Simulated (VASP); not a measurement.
## Mn: relaxation of cell and atoms with RPBE

Mn:

```xyz
1
Lattice="2.3325 0.0000 0.0000 0.0000 2.3325 0.0000 0.0000 0.0000 2.3325" Properties=species:S:1:pos:R:3 pbc="T T T"
Mn    0.0000    0.0000    0.0000
```

- Program: VASP 6.6.1
- Task: relaxation of cell and atoms
- Functional: RPBE
- Potentials or basis: VASP PAW PBE potentials, release 64 (Mn_pv)
- Cutoff: 600 eV
- k mesh: 13 × 13 × 13
- Occupations: fermi-dirac, width 0.05 eV
- Spin: collinear spin, ferromagnetic start
- Starting moments: [3.0] μB
- Dipole correction: no
- Further INCAR settings: ALGO = Normal; EDIFF = 1e-06; IBRION = 2; EDIFFG = -0.01; NSW = 80; ISIF = 3

```yaml
Relaxed_volume: 12.33 Å³/atom
Relaxed_cell: a = 2.310 Å, b = 2.310 Å, c = 2.310 Å, α = 90.00°, β = 90.00°, γ = 90.00°
Space_group_after_relaxing_to_0.05_Å: Pm-3m (No. 221)
Energy_gained_by_relaxing: 5.4 meV/atom
Ionic_steps: 3
Pressure_after_relaxing: 0.0 GPa
Net_moment: 0.63 μB per cell
Site_moments: Mn +0.62 μB
Valence_electrons_inside_the_program's_atomic_spheres: Mn 11.93
```

Step by step:
```csv
step,energy change (eV),largest force (eV/Å),pressure (GPa),volume (Å³)
1,0.0000,0.0000,-4.75,12.69
2,-0.0008,0.0000,4.84,12.01
3,-0.0054,0.0000,0.03,12.33
```

Final structure:
```
CELL_PARAMETERS angstrom
2.31021 0.00000 0.00000
0.00000 2.31021 0.00000
0.00000 0.00000 2.31021
ATOMIC_POSITIONS crystal
Mn 0.00000 0.00000 0.00000
```

Levels at points of the mesh, in eV from the Fermi level:
Spin up:
```tsv
k point	band 4	band 5	band 6	band 7	band 8	band 9	band 10	band 11
(0.00, 0.00, 0.00)	-7.90	-3.65	-3.65	1.16	1.16	1.16	19.83	19.83
```
Spin down:
```csv
k point,band 2,band 3,band 4,band 5,band 6,band 7,band 8,band 9,band 10,band 11
"(0.00, 0.00, 0.00)",-47.42,-47.42,-7.81,-3.35,-3.35,2.05,2.05,2.05,20.04,20.04
```

Wall time 34 s on 1 thread of AMD EPYC 9R45 96-Core Processor (Zen 5), with other jobs on the host, peak memory 0.12 GiB.

Caveat: the PAW data sets were made with another functional, which shifts forces and pressure a little.
